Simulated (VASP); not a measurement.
Input of a VASP 6.6.1 run:

File POSCAR:

```
CaO
1.0
    0.0000000000      2.3733280842      2.3733280842
    2.3733280842      0.0000000000      2.3733280842
    2.3733280842      2.3733280842      0.0000000000
Ca O
1 1
Direct
    0.0000000000      0.0000000000      0.0000000000
    0.5000000000      0.5000000000      0.5000000000
```

Contents of INCAR.step1:

```
SYSTEM = CaO
PREC = Accurate
ENCUT = 520
ISMEAR = 0
SIGMA = 0.01
LREAL = .False.
LASPH = .True.
NELM = 80
NBANDS = 15
GGA = PE
ALGO = Normal
EDIFF = 1E-4
LWAVE = .True.
LCHARG = .False.
```

File INCAR.step2:

```
SYSTEM = CaO
PREC = Accurate
ENCUT = 520
EDIFF = 1E-6
ISMEAR = 0
SIGMA = 0.01
LREAL = .False.
LASPH = .True.
NELM = 80
ALGO = Normal
ISIF = 2
LWAVE = .False.
LCHARG = .True.
METAGGA = R2SCAN
LMIXTAU = .True.
LELF = .True.
LVHAR = .True.
NBANDS = 15
ISTART = 1
```

Contents of KPOINTS:

```
Automatic mesh
0
Gamma
  8 8 8
  0 0 0
```

Potentials or basis: VASP PAW PBE potentials, release 64 (Ca_sv, O).

Run with:

```bash
$ cat potpaw_PBE.64/Ca_sv/POTCAR potpaw_PBE.64/O/POTCAR > POTCAR
$ cp INCAR.step1 INCAR
$ mpirun -np 1 vasp_std > vasp.out
$ cp INCAR.step2 INCAR
$ mpirun -np 1 vasp_std > vasp.out
```

Question: Predict the band gap on the k mesh.

Answer: 4.18 eV, indirect (least direct gap 4.54 eV).

Question: What does it give for the pressure?

Answer: 5.0 GPa.

Caveat: the PAW data sets were made with another functional, which shifts forces and pressure a little. A k mesh can miss the band edges.
